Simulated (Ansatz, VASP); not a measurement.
**Two plane-wave programs on Cu**

```xyz
1
Lattice="-1.3712 1.3712 1.4533 1.3712 -1.3712 1.4533 1.3712 1.3712 -1.4533" Properties=species:S:1:pos:R:3 pbc="T T T"
Cu    0.0000    0.0000    0.0000
```

Alike in both runs: task single point; functional LDA; k mesh 24 × 24 × 24; occupations gaussian, width 0.15 eV; no spin polarisation.

```csv
,VASP,Ansatz
version,VASP 6.6.1,Ansatz 0.2.0
potentials or method,"VASP PAW LDA potentials, release 64 (Cu), cutoff 520 eV","scalar-relativistic, plane waves, PAW"
valence electrons in the cell,11,19
```

```tsv
	VASP	Ansatz	Ansatz less VASP
gap on the k mesh at the Fermi level (eV)	none	none	-
pressure (GPa)	0.8	-0.1	-0.91
traceless stress, the component that is largest in VASP (GPa)	0.76	0.76	-0.006
```

Ansatz warns that its potentials were made for another functional, while VASP's fit it. LDA's correlation is that of Perdew and Zunger in VASP and of Perdew and Wang (1992) in Ansatz. A gap of «none» marks a metal or a gap that the smearing closes. VASP's potentials hold 11 valence electrons a cell and Ansatz's 19, so a difference there can come from the potentials and not from the codes.
